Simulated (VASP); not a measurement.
# MgC18 in VASP: a series of runs

The runs below take MgC18 through single point, with PBE.

All numbers are computed with VASP 6.6.1; they aren't measurements. Logs are shortened: lines on timing, memory, paths and dates and some standing lists are left out, and cuts for length are marked.

## 1. The cell of the first run

The cell holds a slab with vacuum, 19 atoms: a = 7.398 Å, b = 7.398 Å, c = 11.000 Å, α = 90.00°, β = 90.00°, γ = 120.00°.

## 2. Single point, PBE

INCAR reads:

```
ALGO = Normal
EDIFF = 1E-6
ENCUT = 520
GGA = PE
ISIF = 2
ISMEAR = 0
LASPH = T
LCHARG = F
LREAL = Auto
LWAVE = F
NBANDS = 52
NELM = 80
PREC = Accurate
SIGMA = 0.05
```

KPOINTS reads:

```
k-points
0
Gamma
  2 2 1
```

POSCAR reads:

```
MgC18
1.0
    7.3980000000      0.0000000000      0.0000000000
   -3.6990000000      6.4068560000      0.0000000000
    0.0000000000      0.0000000000     11.0000000000
C Mg
18 1
Direct
   -0.0014185118      0.0018154576      0.0813123189
    0.2211608819      0.1114188935      0.0812295313
   -0.0014202310      0.3351438361      0.0812183581
    0.2211698833      0.4447587847      0.0812970876
   -0.0014161522      0.6685093995      0.0811736942
    0.2211688371      0.7781131634      0.0812130807
    0.3318954727      0.0018229127      0.0811571131
    0.5544904316      0.1114260134      0.0811798567
    0.3319079001      0.3351450703      0.0812206493
    0.5544889021      0.4447593512      0.0811567013
    0.3319266799      0.6685035023      0.0812192407
    0.5545043196      0.7780954446      0.0812216140
    0.6652576893      0.0018120163      0.0812098836
    0.8878371135      0.1114148631      0.0812236210
    0.6652407353      0.3351517439      0.0811534124
    0.8878332204      0.4447586794      0.0811851430
    0.6652517294      0.6685014746      0.0812472552
    0.8878354154      0.7781032251      0.0812070245
    0.7106873833      0.2507275682      0.4609018146
```

Potentials or basis: VASP PAW PBE potentials, release 64 (C, Mg).

On the command line:

```bash
> cat potpaw_PBE.64/C/POTCAR potpaw_PBE.64/Mg/POTCAR > POTCAR
> mpirun -np 1 vasp_std > vasp.out
```

OUTCAR:

```text
EDIFF = 1E-6
   ENCUT = 520
   GGA = PE
   ISIF = 2
   ISMEAR = 0
   LASPH = T
   LREAL = Auto
   NELM = 80
   PREC = Accurate

 ion  position               nearest neighbor table
   1  0.999  0.002  0.081-  14 1.41   2 1.43  18 1.43
   2  0.221  0.111  0.081-   7 1.41   1 1.43   9 1.43
   3  0.999  0.335  0.081-  16 1.41   4 1.43  14 1.43
   4  0.221  0.445  0.081-   9 1.41   3 1.43  11 1.43
   5  0.999  0.669  0.081-  18 1.41   6 1.43  16 1.43
   6  0.221  0.778  0.081-  11 1.41   5 1.43   7 1.43
[... 10 lines left out ...]
  17  0.665  0.669  0.081-  12 1.41  18 1.43  10 1.43
  18  0.888  0.778  0.081-   5 1.41  17 1.43   1 1.43
  19  0.711  0.251  0.461-

  LATTYP: Found a hexagonal cell.
 ALAT       =     7.3980000000
 C/A-ratio  =     1.4868883482

  Lattice vectors:

 A1 = (   7.3980000000,   0.0000000000,   0.0000000000)
 A2 = (  -3.6990000000,   6.4068560000,   0.0000000000)
 A3 = (   0.0000000000,   0.0000000000,  11.0000000000)

Analysis of symmetry for initial positions (statically):
=====================================================================
 Subroutine PRICEL returns:
 Original cell was already a primitive cell.

 Routine SETGRP: Setting up the symmetry group for a
 hexagonal supercell.

 Subroutine GETGRP returns: Found  1 space group operations
 (whereof  1 operations were pure point group operations)
 out of a pool of 24 trial point group operations.

The static configuration has the point symmetry C_1 .

Analysis of symmetry for dynamics (positions and initial velocities):
=====================================================================
 Subroutine PRICEL returns:
 Original cell was already a primitive cell.

 Routine SETGRP: Setting up the symmetry group for a
 hexagonal supercell.

 Subroutine GETGRP returns: Found  1 space group operations
 (whereof  1 operations were pure point group operations)
 out of a pool of 24 trial point group operations.

The dynamic configuration has the point symmetry C_1 .

 Subroutine INISYM returns: Found  1 space group operations
 (whereof  1 operations are pure point group operations),
 and found     1 'primitive' translations

----------------------------------------------------------------------------------------

                                     Primitive cell

  volume of cell :     521.3771

  direct lattice vectors                    reciprocal lattice vectors
     7.398000000  0.000000000  0.000000000     0.135171668  0.078041398  0.000000000
    -3.699000000  6.406856000  0.000000000     0.000000000  0.156082796  0.000000000
     0.000000000  0.000000000 11.000000000     0.000000000  0.000000000  0.090909091

  length of vectors
     7.398000000  7.398000054 11.000000000     0.156082797  0.156082796  0.090909091

  position of ions in fractional coordinates (direct lattice)
     0.998581488  0.001815458  0.081312319
     0.221160882  0.111418894  0.081229531
     0.998579769  0.335143836  0.081218358
     0.221169883  0.444758785  0.081297088
     0.998583848  0.668509400  0.081173694
     0.221168837  0.778113163  0.081213081
[... 11 lines left out ...]
     0.887835415  0.778103225  0.081207025
     0.710687383  0.250727568  0.460901815

  ion indices of the primitive-cell ions
   primitive index   ion index
                 1           1
                 2           2
                 3           3
                 4           4
                 5           5
                 6           6
[... 11 lines left out ...]
                18          18
                19          19

----------------------------------------------------------------------------------------

 KPOINTS: k-points

Automatic generation of k-mesh.
 Grid dimensions read from file:
 generate k-points for:    2    2    1

 Generating k-lattice:

  Cartesian coordinates                     Fractional coordinates (reciprocal lattice)
     0.067585834  0.039020699  0.000000000     0.500000000 -0.000000000  0.000000000
     0.000000000  0.078041398  0.000000000     0.000000000  0.500000000  0.000000000
     0.000000000  0.000000000  0.090909091     0.000000000  0.000000000  1.000000000

  Length of vectors
     0.078041399  0.078041398  0.090909091

  Shift w.r.t. Gamma in fractional coordinates (k-lattice)
     0.000000000  0.000000000  0.000000000

 Subroutine IBZKPT returns following result:
 ===========================================

 Found      4 irreducible k-points:

 Following reciprocal coordinates:
            Coordinates               Weight
  0.000000  0.000000  0.000000      1.000000
  0.500000 -0.000000  0.000000      1.000000
  0.000000  0.500000  0.000000      1.000000
  0.500000  0.500000  0.000000      1.000000
   k-points           NKPTS =      4   k-points in BZ     NKDIM =      4   number of bands    NBANDS=     52
   number of dos      NEDOS =    301   number of ions     NIONS =     19
   total plane-waves  NPLWV = 263424
   dimension x,y,z NGX =    56 NGY =   56 NGZ =   84
   dimension x,y,z NGXF=   112 NGYF=  112 NGZF=  168
   ions per type =              18   1
   NGX,Y,Z   is equivalent  to a cutoff of  12.58, 12.58, 12.70 a.u.
   NGXF,Y,Z  is equivalent  to a cutoff of  25.17, 25.17, 25.39 a.u.
 SYSTEM =  unknown system
   PREC   = accura    normal or accurate (medium, high low for compatibility)
   ISTART =      0    job   : 0-new  1-cont  2-samecut
   ICHARG =      2    charge: 1-file 2-atom 10-const
   ISPIN  =      1    spin polarized calculation?
   LNONCOLLINEAR =      F non collinear calculations
   LSORBIT =      F    spin-orbit coupling
   LASPH  =      T    aspherical Exc in radial PAW
   ENCUT  =  520.0 eV  38.22 Ry    6.18 a.u.  13.76 13.76 20.45*2*pi/ulx,y,z
   NELM   =     80;   NELMIN=  2; NELMDL= -5     # of ELM steps
   EDIFF  = 0.1E-05   stopping-criterion for ELM
   LREAL  =      T    real-space projection
   EDIFFG = 0.1E-04   stopping-criterion for IOM
   NSW    =      0    number of steps for IOM
   IBRION =     -1    ionic relax: 0-MD 1-quasi-New 2-CG
   NFREE  =      0    steps in history (QN), initial steepest desc. (CG)
   ISIF   =      2    stress and relaxation
   ISYM   =      2    0-nonsym 1-usesym 2-fastsym
   POTIM  = 0.5000    time-step for ionic-motion
   TEBEG  =    0.0;   TEEND  =   0.0 temperature during run
   PSTRESS=    0.0 pullay stress
   NELECT =      74.0000    total number of electrons
   NUPDOWN=      -1.0000    fix difference up-down
   EMIN   =  10.00;   EMAX   =-10.00  energy-range for DOS
   EFERMI =   0.00;   METHOD = LEGACY
   ISMEAR =     0;   SIGMA  =   0.05  broadening in eV -4-tet -1-fermi 0-gaus
   EFERMI_NEDOS =   21; number of points for ismear=-14 and -15
   IALGO  =     38    algorithm
   IMIX   =      4    mixing-type and parameters
     AMIX     =   0.40;   BMIX     =  1.00
     AMIX_MAG =   1.60;   BMIX_MAG =  1.00
  volume/ion in A,a.u.               =      27.44       185.18
  Fermi-wavevector in a.u.,A,eV,Ry     =   0.853955  1.613740  9.921890  0.729238
  Thomas-Fermi vector in A             =   1.970477
   LORBIT       =      0    0 simple, 1 ext, 2 COOP (PROOUT), +10 PAW based schemes
   GGA     = PE    functional components
   LHFCALC =     F    Hartree Fock is set to
   AEXX    =    0.0000 exact exchange contribution
   IVDW    =     0    specifies the selected vdW correction
   LEPSILON=     F    determine dielectric tensor
   LRPA    =     F    only Hartree local field effects (RPA)
 non-spin polarized calculation
 Gauss-broadening in eV      SIGMA  =   0.05
  energy-cutoff  :      520.00
  volume of cell :      521.38
 maximum number of plane-waves:     14099
 NGX is ok and might be reduce to    56
   NGX = 27   NGY = 27   NGZ = 41

 number of electron      74.0000003 magnetization

 Free energy of the ion-electron system (eV)
  ---------------------------------------------------
  ext. energy  EPLUGINS =         0.00000000
  ---------------------------------------------------
  free energy    TOTEN  =      -165.63814547 eV

  energy without entropy =     -165.63600354  energy(sigma->0) =     -165.63707450

 E-fermi :  -1.1930     XC(G=0):  -4.8754

 val. band max:       -1.2727692089   @ k =   0.0000   0.0000   0.0000
 cond. band min:      -1.1135785595   @ k =   0.0000   0.0000   0.0000
 fundamental gap:      0.1591906495
 Fermi energy:        -1.1930192846

 k-point     1 :       0.0000    0.0000    0.0000
  band No.  band energies     occupation
      1     -20.7140      2.00000
      2     -18.1339      2.00000
      3     -18.1334      2.00000
      4     -18.1293      2.00000
      5     -18.1290      2.00000
      6     -18.1273      2.00000
[... 41 lines left out ...]
     48       3.7290      0.00000
     49       3.7668      0.00000

 k-point     2 :       0.5000   -0.0000    0.0000
  band No.  band energies     occupation
      1     -20.0602      2.00000
      2     -20.0587      2.00000
      3     -18.7680      2.00000
      4     -18.7678      2.00000
      5     -16.2857      2.00000
      6     -16.2851      2.00000
[... 41 lines left out ...]
     48       3.7601      0.00000
     49       3.8713      0.00000

 k-point     3 :       0.0000    0.5000    0.0000
  band No.  band energies     occupation
      1     -20.0597      2.00000
      2     -20.0579      2.00000
      3     -18.7698      2.00000
      4     -18.7694      2.00000
      5     -16.2841      2.00000
      6     -16.2835      2.00000
[... 41 lines left out ...]
     48       3.7601      0.00000
     49       3.8715      0.00000

 k-point     4 :       0.5000    0.5000    0.0000
  band No.  band energies     occupation
      1     -20.0611      2.00000
      2     -20.0603      2.00000
      3     -18.7648      2.00000
      4     -18.7645      2.00000
      5     -16.2865      2.00000
      6     -16.2857      2.00000
[... 41 lines left out ...]
     48       3.7602      0.00000
     49       3.8715      0.00000
 [bands above 49 left out]

------------------------ aborting loop because EDIFF is reached ----------------------------------------

  FORCE on cell =-STRESS in cart. coord.  units (eV):
  Direction    XX          YY          ZZ          XY          YZ          ZX
  --------------------------------------------------------------------------------------
  -------------------------------------------------------------------------------------
  Total       -1.9897416      5.0281563     -0.2509587      2.9793454      0.0008290      0.0037361
  in kB       -6.1144204     15.4513837     -0.7711890      9.1554450      0.0025476      0.0114808
  external PRESSURE =       2.8552581 kB  Pullay stress =       0.0000000 kB

 VOLUME and BASIS-vectors are now :
 -----------------------------------------------------------------------------
  energy-cutoff  :      520.00
  volume of cell :      521.38
      direct lattice vectors                 reciprocal lattice vectors
     7.398000000  0.000000000  0.000000000     0.135171668  0.078041398  0.000000000
    -3.699000000  6.406856000  0.000000000     0.000000000  0.156082796  0.000000000
     0.000000000  0.000000000 11.000000000     0.000000000  0.000000000  0.090909091

 POSITION                                       TOTAL-FORCE (eV/Angst)
 -----------------------------------------------------------------------------------
      7.38079      0.01163      0.89444        -0.001479     -0.001577     -0.009204
      1.22401      0.71384      0.89352        -0.000996      0.000965      0.004252
      6.14780      2.14722      0.89340         0.000031      0.001692      0.007347
     -0.00895      2.84951      0.89427         0.000995      0.013850     -0.013701
      4.91471      4.28304      0.89291         0.007505     -0.006178     -0.002969
     -1.24203      4.98526      0.89334         0.008945     -0.006040     -0.008044
[... 11 lines left out ...]
      3.69000      4.98520      0.89328         0.002232      0.003127      0.011534
      4.33022      1.60638      5.06992         0.001049     -0.000029      0.002542
 -----------------------------------------------------------------------------------
    total drift:                               -0.007682     -0.005122     -0.047922

  FREE ENERGIE OF THE ION-ELECTRON SYSTEM (eV)
  ---------------------------------------------------
  free  energy   TOTEN  =      -165.6381454653 eV

  energy  without entropy=     -165.6360035407  energy(sigma->0) =     -165.63707450
```

Wall time 6.2 min (1 thread of Intel Xeon Platinum 8259CL at 2.50GHz (Skylake/Cascade Lake), shared host); peak memory 0.56 GiB.

Results:

- Free energy: -165.6381 eV
- Largest force: 0.020 eV/Å
- Band gap on the k mesh: 0.16 eV

Forces in eV/Å, atoms in the order of the input:
```
C   -0.001 -0.002 -0.009
C   -0.001  0.001  0.004
C    0.000  0.002  0.007
C    0.001  0.014 -0.014
C    0.008 -0.006 -0.003
C    0.009 -0.006 -0.008
C    0.005 -0.012  0.000
C    0.001 -0.003 -0.003
C   -0.001  0.002  0.002
C   -0.002  0.007  0.005
C   -0.012 -0.002  0.004
C   -0.003  0.000 -0.001
C   -0.009 -0.002  0.000
C    0.007  0.006  0.007
C   -0.007  0.000  0.003
C    0.005  0.008 -0.001
C   -0.002 -0.010 -0.008
C    0.002  0.003  0.012
Mg   0.001  0.000  0.003
```

Levels at points of the mesh, in eV from the valence-band top:
| k point | band 35 | band 36 | band 37 | band 38 | band 39 | band 40 |
| --- | --- | --- | --- | --- | --- | --- |
| (0.00, 0.00, 0.00) | -0.45 | 0.00 | 0.00 | 0.16 | 0.16 | 2.94 |
| (0.50, 0.00, 0.00) | -2.53 | -2.30 | -0.35 | 1.78 | 2.50 | 2.51 |
| (0.00, 0.50, 0.00) | -2.54 | -2.34 | -0.35 | 1.86 | 2.52 | 2.53 |
| (0.50, 0.50, 0.00) | -2.57 | -2.20 | -0.35 | 1.62 | 2.55 | 2.58 |

Caveat: the k points lie up to 0.49 Å⁻¹ apart; there is no dipole correction, which matters where the two faces differ.

(Part 1 of 4 ends here.)
